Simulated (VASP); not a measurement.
Write the native input for VASP 6.6.1 that does the following.

```yaml
Task: single point
Functional: PBE
Potentials_or_basis: VASP PAW PBE potentials, release 64 (Si, O)
Cutoff: 520 eV
k_mesh: 8 × 8 × 8
Occupations: gaussian, width 0.01 eV
Spin: no spin polarisation
Dipole_correction: no
Further_INCAR_settings: ALGO = Normal; EDIFF = 1e-06; NBANDS = 25
```

The structure of SiO2 lies in POSCAR:

```
SiO2
1.0
   -1.7979982763      1.7979982763      4.3435446597
    1.7979982763     -1.7979982763      4.3435446597
    1.7979982763      1.7979982763     -4.3435446597
Si O
2 4
Direct
    0.7500000000      0.2500000000      0.5000000000
    0.0000000000      0.0000000000      0.0000000000
    0.5421687973      0.0421687973      0.5000000000
    0.7921687973      0.7921687973      0.0000000000
    0.2078312027      0.2078312027      0.0000000000
    0.9578312027      0.4578312027      0.5000000000
```

The input as run:

INCAR

```
PREC = Accurate
ENCUT = 520
EDIFF = 1E-6
ISMEAR = 0
SIGMA = 0.01
LREAL = F
LASPH = T
NELM = 60
ALGO = Normal
ISIF = 2
LWAVE = F
LCHARG = F
GGA = PE
NBANDS = 25
```

KPOINTS

```
Automatic mesh
0
Gamma
  8 8 8
```

Potentials or basis: VASP PAW PBE potentials, release 64 (Si, O).

Run with:

```sh
$ cat potpaw_PBE.64/Si/POTCAR potpaw_PBE.64/O/POTCAR > POTCAR
$ mpirun -np 1 vasp_std > vasp.out
```

It gave:

```json
{
  "Pressure": "-13.7 GPa",
  "Largest force": "0.498 eV/Å",
  "Band gap on the k mesh": "4.84 eV (least direct gap 5.42 eV)"
}
```

Caveat: the cell stands under tension.

Run time: 4 min on 1 thread of Intel Xeon 8259CL (shared host), peak memory 0.26 GiB.
